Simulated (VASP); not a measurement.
# Dy2H (P-4m2) in VASP: single point with PBE

Aim: the single point of Dy2H with PBE.

All numbers are computed with VASP 6.6.1; they aren't measurements. Logs are shortened: lines on timing, memory, paths and dates and some standing lists are left out, and cuts for length are marked.

## 1. The cell of the first run

It takes space group P-4m2 (No. 115, tetragonal). The conventional cell has a = 3.660 Å, b = 3.660 Å, c = 5.143 Å, α = 90.00°, β = 90.00°, γ = 90.00°. Dy (site symmetry 2mm) has 2 H at 2.20 Å within 2.9 Å. H (site symmetry -4m2) has 4 Dy at 2.20 Å within 2.9 Å.

The cell was generated, and may not be a known phase.

## 2. Single point, PBE

File INCAR:

```
PREC = Accurate ; ENCUT = 500
EDIFF = 1E-6 ; ISMEAR = 0
SIGMA = 0.1 ; LREAL = False
LASPH = True ; NELM = 200
ALGO = Normal ; ISIF = 2
LWAVE = False ; LCHARG = False
GGA = PE ; NBANDS = 16
GGA_COMPAT = False ; LMAXMIX = 6
```

File KPOINTS:

```
regular mesh
0
Gamma
  6 6 4
```

File POSCAR:

```
Dy2H
1.0
    3.6597713729      0.0000000000      0.0000000000
    0.0000000000      3.6597713729      0.0000000000
    0.0000000000      0.0000000000      5.1430731903
Dy H
2 1
Direct
    0.0000000000      0.5000000000      0.7642347766
    0.5000000000      0.0000000000      0.2357652234
    0.0000000000      0.0000000000      0.0000000000
```

Potentials or basis: VASP PAW PBE potentials, release 64 (Dy_3, H), 4f in core.

The run is started by

```console
$ cat potpaw_PBE.64/Dy_3/POTCAR potpaw_PBE.64/H/POTCAR > POTCAR
$ mpirun -np 1 vasp_std > vasp.out
```

OUTCAR:

```text
PREC = Accurate
   ENCUT = 500
   EDIFF = 1E-6
   ISMEAR = 0
   LREAL = False
   LASPH = True
   NELM = 200
   ISIF = 2
   GGA = PE

 ion  position               nearest neighbor table
   1  0.000  0.500  0.764-   3 2.20   3 2.20   2 3.55   2 3.55   2 3.55   2 3.55   2 3.75   2 3.75
                             2 3.75   2 3.75
   2  0.500  0.000  0.236-   3 2.20   3 2.20   1 3.55   1 3.55   1 3.55   1 3.55   1 3.75   1 3.75
                             1 3.75   1 3.75
   3  0.000  0.000  0.000-   1 2.20   2 2.20   1 2.20   2 2.20

  LATTYP: Found a simple tetragonal cell.
 ALAT       =     3.6597713729
 C/A-ratio  =     1.4052990382

  Lattice vectors:

 A1 = (   3.6597713729,   0.0000000000,   0.0000000000)
 A2 = (   0.0000000000,   3.6597713729,   0.0000000000)
 A3 = (   0.0000000000,   0.0000000000,   5.1430731903)

Analysis of symmetry for initial positions (statically):
=====================================================================
 Subroutine PRICEL returns:
 Original cell was already a primitive cell.

 Routine SETGRP: Setting up the symmetry group for a
 simple tetragonal supercell.

 Subroutine GETGRP returns: Found  8 space group operations
 (whereof  8 operations were pure point group operations)
 out of a pool of 16 trial point group operations.

The static configuration has the point symmetry D_2d.

Analysis of symmetry for dynamics (positions and initial velocities):
=====================================================================
 Subroutine PRICEL returns:
 Original cell was already a primitive cell.

 Routine SETGRP: Setting up the symmetry group for a
 simple tetragonal supercell.

 Subroutine GETGRP returns: Found  8 space group operations
 (whereof  8 operations were pure point group operations)
 out of a pool of 16 trial point group operations.

The dynamic configuration has the point symmetry D_2d.

 Subroutine INISYM returns: Found  8 space group operations
 (whereof  8 operations are pure point group operations),
 and found     1 'primitive' translations

----------------------------------------------------------------------------------------

                                     Primitive cell

  volume of cell :      68.8859

  direct lattice vectors                    reciprocal lattice vectors
     3.659771373  0.000000000  0.000000000     0.273241112  0.000000000  0.000000000
     0.000000000  3.659771373  0.000000000     0.000000000  0.273241112  0.000000000
     0.000000000  0.000000000  5.143073190     0.000000000  0.000000000  0.194436276

  length of vectors
     3.659771373  3.659771373  5.143073190     0.273241112  0.273241112  0.194436276

  position of ions in fractional coordinates (direct lattice)
     0.000000000  0.500000000  0.764234777
     0.500000000  0.000000000  0.235765223
     0.000000000  0.000000000  0.000000000

  ion indices of the primitive-cell ions
   primitive index   ion index
                 1           1
                 2           2
                 3           3

----------------------------------------------------------------------------------------

 KPOINTS: regular mesh

Automatic generation of k-mesh.
 Grid dimensions read from file:
 generate k-points for:    6    6    4

 Generating k-lattice:

  Cartesian coordinates                     Fractional coordinates (reciprocal lattice)
     0.045540185  0.000000000  0.000000000     0.166666667  0.000000000  0.000000000
     0.000000000  0.045540185  0.000000000     0.000000000  0.166666667  0.000000000
     0.000000000  0.000000000  0.048609069     0.000000000  0.000000000  0.250000000

  Length of vectors
     0.045540185  0.045540185  0.048609069

  Shift w.r.t. Gamma in fractional coordinates (k-lattice)
     0.000000000  0.000000000  0.000000000

 Subroutine IBZKPT returns following result:
 ===========================================

 Found     30 irreducible k-points:

 Following reciprocal coordinates:
            Coordinates               Weight
  0.000000  0.000000  0.000000      1.000000
  0.166667  0.000000  0.000000      4.000000
  0.333333  0.000000  0.000000      4.000000
  0.500000  0.000000  0.000000      2.000000
  0.166667  0.166667  0.000000      4.000000
  0.333333  0.166667  0.000000      8.000000
[... 16 lines left out ...]
  0.333333  0.000000  0.500000      4.000000
  0.500000  0.000000  0.500000      2.000000
 [... further k-points ...]
   k-points           NKPTS =     30   k-points in BZ     NKDIM =     30   number of bands    NBANDS=     16
   number of dos      NEDOS =    301   number of ions     NIONS =      3
   total plane-waves  NPLWV =  31360
   dimension x,y,z NGX =    28 NGY =   28 NGZ =   40
   dimension x,y,z NGXF=    56 NGYF=   56 NGZF=   80
   ions per type =               2   1
   NGX,Y,Z   is equivalent  to a cutoff of  12.72, 12.72, 12.93 a.u.
   NGXF,Y,Z  is equivalent  to a cutoff of  25.44, 25.44, 25.86 a.u.
 SYSTEM =  unknown system
   PREC   = accura    normal or accurate (medium, high low for compatibility)
   ISTART =      0    job   : 0-new  1-cont  2-samecut
   ICHARG =      2    charge: 1-file 2-atom 10-const
   ISPIN  =      1    spin polarized calculation?
   LNONCOLLINEAR =      F non collinear calculations
   LSORBIT =      F    spin-orbit coupling
   LASPH  =      T    aspherical Exc in radial PAW
   ENCUT  =  500.0 eV  36.75 Ry    6.06 a.u.   6.67  6.67  9.38*2*pi/ulx,y,z
   NELM   =    200;   NELMIN=  2; NELMDL= -5     # of ELM steps
   EDIFF  = 0.1E-05   stopping-criterion for ELM
   LREAL  =      F    real-space projection
   EDIFFG = 0.1E-04   stopping-criterion for IOM
   NSW    =      0    number of steps for IOM
   IBRION =     -1    ionic relax: 0-MD 1-quasi-New 2-CG
   NFREE  =      0    steps in history (QN), initial steepest desc. (CG)
   ISIF   =      2    stress and relaxation
   ISYM   =      2    0-nonsym 1-usesym 2-fastsym
   POTIM  = 0.5000    time-step for ionic-motion
   TEBEG  =    0.0;   TEEND  =   0.0 temperature during run
   PSTRESS=    0.0 pullay stress
   NELECT =      19.0000    total number of electrons
   NUPDOWN=      -1.0000    fix difference up-down
   EMIN   =  10.00;   EMAX   =-10.00  energy-range for DOS
   EFERMI =   0.00;   METHOD = LEGACY
   ISMEAR =     0;   SIGMA  =   0.10  broadening in eV -4-tet -1-fermi 0-gaus
   EFERMI_NEDOS =   21; number of points for ismear=-14 and -15
   IALGO  =     38    algorithm
   IMIX   =      4    mixing-type and parameters
     AMIX     =   0.40;   BMIX     =  1.00
     AMIX_MAG =   1.60;   BMIX_MAG =  1.00
  volume/ion in A,a.u.               =      22.96       154.96
  Fermi-wavevector in a.u.,A,eV,Ry     =   1.065653  2.013792 15.450999  1.135616
  Thomas-Fermi vector in A             =   2.201212
   LORBIT       =      0    0 simple, 1 ext, 2 COOP (PROOUT), +10 PAW based schemes
   GGA     = PE    functional components
   LHFCALC =     F    Hartree Fock is set to
   AEXX    =    0.0000 exact exchange contribution
   IVDW    =     0    specifies the selected vdW correction
   LEPSILON=     F    determine dielectric tensor
   LRPA    =     F    only Hartree local field effects (RPA)
 non-spin polarized calculation
 Gauss-broadening in eV      SIGMA  =   0.10
  energy-cutoff  :      500.00
  volume of cell :       68.89
 maximum number of plane-waves:      1765
 NGX is ok and might be reduce to    28
   NGX = 13   NGY = 13   NGZ = 19

 number of electron      19.0000001 magnetization

 Free energy of the ion-electron system (eV)
  ---------------------------------------------------
  ext. energy  EPLUGINS =         0.00000000
  ---------------------------------------------------
  free energy    TOTEN  =       -13.26557623 eV

  energy without entropy =      -13.25292903  energy(sigma->0) =      -13.25925263

 E-fermi :   2.9342     XC(G=0):  -9.6798

 val. band max:        2.9052196906   @ k =   0.3333   0.0000   0.0000
 cond. band min:       2.9669011628   @ k =   0.3333   0.3333   0.5000
 fundamental gap:      0.0616814723
 Fermi energy:         2.9341947063

 k-point     1 :       0.0000    0.0000    0.0000
  band No.  band energies     occupation
      1     -20.7832      2.00000
      2     -20.4969      2.00000
      3     -20.4969      2.00000
      4     -20.2864      2.00000
      5     -20.2864      2.00000
      6     -20.2698      2.00000
[... 8 lines left out ...]
     15       6.8952      0.00000
     16       8.3659      0.00000

 k-point     2 :       0.1667    0.0000    0.0000
  band No.  band energies     occupation
      1     -20.7476      2.00000
      2     -20.5599      2.00000
      3     -20.4787      2.00000
      4     -20.3680      2.00000
      5     -20.2934      2.00000
      6     -20.2925      2.00000
[... 8 lines left out ...]
     15       6.8723      0.00000
     16       7.2059      0.00000

 k-point     3 :       0.3333    0.0000    0.0000
  band No.  band energies     occupation
      1     -20.7110      2.00000
      2     -20.6365      2.00000
      3     -20.5126      2.00000
      4     -20.4344      2.00000
      5     -20.3639      2.00000
      6     -20.3151      2.00000
[... 8 lines left out ...]
     15       6.1355      0.00000
     16       7.4835      0.00000

 k-point     4 :       0.5000    0.0000    0.0000
  band No.  band energies     occupation
      1     -20.7577      2.00000
      2     -20.6473      2.00000
      3     -20.4762      2.00000
      4     -20.4674      2.00000
      5     -20.4011      2.00000
      6     -20.3371      2.00000
[... 8 lines left out ...]
     15       6.3955      0.00000
     16       6.6061      0.00000

 k-point     5 :       0.1667    0.1667    0.0000
  band No.  band energies     occupation
      1     -20.7173      2.00000
      2     -20.5805      2.00000
      3     -20.5045      2.00000
      4     -20.4132      2.00000
      5     -20.3320      2.00000
      6     -20.3088      2.00000
[... 8 lines left out ...]
     15       6.0828      0.00000
     16       7.1146      0.00000

 k-point     6 :       0.3333    0.1667    0.0000
  band No.  band energies     occupation
      1     -20.7194      2.00000
      2     -20.6268      2.00000
      3     -20.5296      2.00000
      4     -20.4776      2.00000
      5     -20.3749      2.00000
      6     -20.3531      2.00000
[... 8 lines left out ...]
     15       6.0425      0.00000
     16       7.6141      0.00000
[... 267 lines left out ...]
 k-point    21 :       0.0000    0.0000    0.5000
  band No.  band energies     occupation
      1     -20.6052      2.00000
      2     -20.4744      2.00000
      3     -20.4398      2.00000
      4     -20.4398      2.00000
      5     -20.3449      2.00000
      6     -20.3449      2.00000
[... 8 lines left out ...]
     15       6.0293      0.00000
     16       6.0293      0.00000

 k-point    22 :       0.1667    0.0000    0.5000
  band No.  band energies     occupation
      1     -20.6614      2.00000
      2     -20.5889      2.00000
      3     -20.4305      2.00000
      4     -20.3864      2.00000
      5     -20.3498      2.00000
      6     -20.3423      2.00000
[... 8 lines left out ...]
     15       6.0876      0.00000
     16       6.6940      0.00000

 k-point    23 :       0.3333    0.0000    0.5000
  band No.  band energies     occupation
      1     -20.8043      2.00000
      2     -20.7203      2.00000
      3     -20.4111      2.00000
      4     -20.3642      2.00000
      5     -20.3381      2.00000
      6     -20.3354      2.00000
[... 8 lines left out ...]
     15       7.2851      0.00000
     16       7.7398      0.00000

 k-point    24 :       0.5000    0.0000    0.5000
  band No.  band energies     occupation
      1     -20.8773      2.00000
      2     -20.7808      2.00000
      3     -20.4007      2.00000
      4     -20.3513      2.00000
      5     -20.3367      2.00000
      6     -20.3304      2.00000
[... 8 lines left out ...]
     15       8.1811      0.00000
     16       8.2146      0.00000

 [... further k-points ...]

------------------------ aborting loop because EDIFF is reached ----------------------------------------

  FORCE on cell =-STRESS in cart. coord.  units (eV):
  Direction    XX          YY          ZZ          XY          YZ          ZX
  --------------------------------------------------------------------------------------
  -------------------------------------------------------------------------------------
  Total       -0.1998852     -0.1998852      0.0798490      0.0000000      0.0000000     -0.0000000
  in kB       -4.6490103     -4.6490103      1.8571617      0.0000000      0.0000000     -0.0000000
  external PRESSURE =      -2.4802863 kB  Pullay stress =       0.0000000 kB

 VOLUME and BASIS-vectors are now :
 -----------------------------------------------------------------------------
  energy-cutoff  :      500.00
  volume of cell :       68.89
      direct lattice vectors                 reciprocal lattice vectors
     3.659771373  0.000000000  0.000000000     0.273241112  0.000000000  0.000000000
     0.000000000  3.659771373  0.000000000     0.000000000  0.273241112  0.000000000
     0.000000000  0.000000000  5.143073190     0.000000000  0.000000000  0.194436276

 POSITION                                       TOTAL-FORCE (eV/Angst)
 -----------------------------------------------------------------------------------
      0.00000      1.82989      3.93052         0.000000      0.000000      0.039637
      1.82989      0.00000      1.21256        -0.000000      0.000000     -0.039637
      0.00000      0.00000      0.00000        -0.000000      0.000000     -0.000000
 -----------------------------------------------------------------------------------
    total drift:                                0.000000      0.000000     -0.000000

  FREE ENERGIE OF THE ION-ELECTRON SYSTEM (eV)
  ---------------------------------------------------
  free  energy   TOTEN  =       -13.2655762287 eV

  energy  without entropy=      -13.2529290289  energy(sigma->0) =      -13.25925263
```

It took 43 s on 1 thread of Intel Xeon 8259CL, shared host; peak memory 0.19 GiB.

Results:

```yaml
Free_energy: -13.2656 eV
Pressure: -0.2 GPa
Largest_force: 0.040 eV/Å
Band_gap_on_the_k_mesh: zero (an odd number of electrons rules out a gap without spin polarisation)
```

Forces in eV/Å, atoms in the order of the input:
```
Dy   0.000  0.000  0.040
Dy   0.000  0.000 -0.040
H    0.000  0.000  0.000
```

Levels at points of the mesh, in eV from the Fermi level:
```tsv
k point	band 7	band 8	band 9	band 10	band 11	band 12
(0.00, 0.00, 0.00)	-6.76	-2.55	-1.91	0.91	1.55	1.55
(0.50, 0.00, 0.00)	-5.38	-1.79	-0.68	0.23	0.52	0.73
(0.50, 0.50, 0.00)	-4.87	-1.91	-1.91	-0.84	0.65	2.14
(0.00, 0.00, 0.50)	-6.05	-3.15	-1.27	0.26	1.28	1.97
(0.50, 0.00, 0.50)	-5.56	-2.14	-0.29	0.64	1.28	1.45
(0.50, 0.50, 0.50)	-4.76	-0.83	-0.83	0.22	0.27	0.38
```

Caveat: spin-orbit coupling is left out, which moves the levels of the heavy elements; the 4f electrons are frozen in the core, so they carry no moment and show no levels. Spin polarisation is off, so any magnetic state and its effect on volume and gap are missing.

The gap in the log of VASP goes by the Fermi energy; the results here count the filled bands.